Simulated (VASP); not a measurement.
A run of VASP 6.6.1 is set up as follows.

File INCAR:

```
SYSTEM = Al16Ru15
PREC = Accurate ; ENCUT = 520
EDIFF = 1E-7 ; ISMEAR = 1
SIGMA = 0.1 ; LREAL = Auto
LASPH = .TRUE. ; NELM = 60
ALGO = Normal ; ISIF = 2
LWAVE = .FALSE. ; LCHARG = .TRUE.
GGA = PE ; LELF = .TRUE.
LVHAR = .TRUE. ; NBANDS = 150
```

Contents of KPOINTS:

```
Automatic mesh
0
G
  2 2 2
  0 0 0
```

POSCAR

```
Al16Ru15
1.0
    0.0000000000      6.0068828200      6.0068828200
    6.0068828200      0.0000000000      6.0068828200
    6.0068828200      6.0068828200      0.0000000000
Al Ru
16 15
Direct
    0.0004254246      0.0021252289      0.0006144477
    0.2483739478      0.2500857915      0.2485748443
    0.0004267497      0.0021198106      0.4963727937
    0.2484105613      0.2500957201      0.7524619691
    0.0005006619      0.4977227022      0.0007166100
    0.2484639670      0.7538153832      0.2486647538
   -0.0035178611      0.5019944969      0.5005771235
    0.2525917021      0.7499777049      0.7485244621
    0.4961137405      0.0021490737      0.0006844251
    0.7522400383      0.2501032573      0.2486244623
    0.5004100339     -0.0019719925      0.5005840927
    0.7483344928      0.2541834097      0.7485376848
    0.5003387609      0.5020032818     -0.0032717967
    0.7482789441      0.7499580030      0.2528669242
    0.5003013377      0.5019569467      0.5004846055
    0.7482684520      0.7499446883      0.7484698513
    0.1243751656      0.1259376683      0.1245994529
    0.1235916831      0.1252226646      0.6253665003
    0.3744007596      0.3760626736      0.8745599873
    0.1235269865      0.6268654338      0.1237561859
    0.3743598933      0.8760343835      0.3746065230
    0.1234985860      0.6268855684      0.6254679621
    0.3743738084      0.8760550937      0.8745975928
    0.6251729083      0.1252057925      0.1237960915
    0.8743644814      0.3760490186      0.3746039592
    0.6251996070      0.1251838871      0.6254218245
    0.8743662191      0.3760518325      0.8746124205
    0.6252532562      0.6269025440      0.1237158582
    0.8744114740      0.8760450661      0.3745642439
    0.6243696981      0.6259126501      0.6246124269
    0.8743650127      0.8760126011      0.8745945340
```

Potentials or basis: VASP PAW PBE potentials, release 64 (Al, Ru_pv).

The run is started by

```bash
$ cat potpaw_PBE.64/Al/POTCAR potpaw_PBE.64/Ru_pv/POTCAR > POTCAR
$ mpirun -np 1 vasp_std > vasp.out
```

Q: What does it give for the pressure?

A: -1.0 GPa.

Q: Predict the band gap on the k mesh.

A: Zero (bands 129 and 130 overlap by 0.52 eV).

Forces on the atoms (eV/Å):
```
Al  -0.001  0.000 -0.002
Al   0.006  0.008  0.006
Al   0.001  0.003 -0.001
Al  -0.006 -0.006  0.007
Al   0.003 -0.005  0.003
Al  -0.006  0.006 -0.005
Al  -0.007  0.007  0.006
Al   0.002 -0.001 -0.001
Al  -0.004  0.004  0.001
Al   0.007 -0.006 -0.008
Al   0.009 -0.009  0.007
Al  -0.002  0.004 -0.001
Al   0.006  0.006 -0.007
Al  -0.002 -0.002  0.003
Al  -0.004 -0.006 -0.005
Al   0.002  0.003  0.002
Ru   0.002 -0.001  0.001
Ru   0.000  0.001 -0.010
Ru  -0.001 -0.001 -0.001
Ru   0.001 -0.008  0.000
Ru  -0.001 -0.001 -0.001
Ru   0.008  0.000  0.000
Ru   0.000  0.000 -0.002
Ru  -0.009  0.000  0.000
Ru   0.000 -0.001 -0.001
Ru   0.000  0.009  0.000
Ru  -0.002 -0.001 -0.001
Ru  -0.001 -0.001  0.008
Ru  -0.001  0.000 -0.001
Ru   0.002 -0.001  0.001
Ru   0.000  0.000 -0.001
```

Caveat: the k points lie up to 0.45 Å⁻¹ apart, too coarse for converged energies and pressures of a metal.
